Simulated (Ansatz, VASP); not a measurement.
## SiC in VASP and in Ansatz

```xyz
2
Lattice="0.0000 2.1477 2.1477 2.1477 0.0000 2.1477 2.1477 2.1477 0.0000" Properties=species:S:1:pos:R:3 pbc="T T T"
Si    0.0000    0.0000    0.0000
C     1.0739    1.0739    1.0739
```

Alike in both runs: task single point; functional PBE; k mesh 8 × 8 × 8; occupations gaussian, width 0.05 eV; no spin polarisation.

```csv
,VASP,Ansatz
version,VASP 6.6.1,Ansatz 0.2.0
potentials or method,"VASP PAW PBE potentials, release 64 (Si, C), cutoff 600 eV","scalar-relativistic, plane waves, PAW"
valence electrons in the cell,8,8
```

VASP gave:

- gap on the k mesh at the Fermi level (eV): 1.31
- least direct gap on the mesh (eV): 4.58
- pressure (GPa): 13.7

Problem. Which values does Ansatz return?

Solution. gap on the k mesh at the Fermi level (eV): 1.32; least direct gap on the mesh (eV): 4.59; pressure (GPa): 13.9.

The functional is the same, so the differences come from potentials, cutoffs and numerics.
